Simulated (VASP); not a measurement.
A run of VASP 6.6.1:

The input POSCAR:

```
Ni
1.0
   -1.4002397442      1.4002397442      1.4002397442
    1.4002397442     -1.4002397442      1.4002397442
    1.4002397442      1.4002397442     -1.4002397442
Ni
1
Direct
    0.0000000000      0.0000000000      0.0000000000
```

The input INCAR.step1:

```
SYSTEM = Ni
  PREC = Accurate
  ENCUT = 520
  ISMEAR = 0
  SIGMA = 0.1
  LREAL = .FALSE.
  LASPH = .TRUE.
  NELM = 150
  ISPIN = 2
  MAGMOM = 0.64
  LMAXMIX = 4
  NBANDS = 15
  GGA = PE
  ALGO = Normal
  EDIFF = 1E-4
  LWAVE = .TRUE.
  LCHARG = .FALSE.
```

INCAR.step2

```
SYSTEM = Ni
  PREC = Accurate
  ENCUT = 520
  EDIFF = 1E-6
  ISMEAR = 0
  SIGMA = 0.1
  LREAL = .FALSE.
  LASPH = .TRUE.
  NELM = 150
  ALGO = Normal
  ISIF = 2
  LWAVE = .FALSE.
  LCHARG = .FALSE.
  ISPIN = 2
  MAGMOM = 0.64
  LORBIT = 11
  LMAXMIX = 4
  METAGGA = R2SCAN
  LMIXTAU = .TRUE.
  NBANDS = 15
  ISTART = 1
```

The input KPOINTS:

```
Automatic mesh
0
G
  22 22 22
  0 0 0
```

Potentials or basis: VASP PAW PBE potentials, release 64 (Ni).

The run is started by

```bash
$ cat potpaw_PBE.64/Ni/POTCAR > POTCAR
$ cp INCAR.step1 INCAR
$ mpirun -np 1 vasp_std > vasp.out
$ cp INCAR.step2 INCAR
$ mpirun -np 1 vasp_std > vasp.out
```

Hardware: 1 thread of Intel(R) Xeon(R) Platinum 8259CL CPU @ 2.50GHz (Skylake/Cascade Lake), on a shared host.

Question: How long does it take, and how much memory?

Answer: It took 4.9 min on 1 thread of Intel(R) Xeon(R) Platinum 8259CL CPU @ 2.50GHz (Skylake/Cascade Lake), with other jobs on the host, peak memory 0.19 GiB. Counts: k points 328.
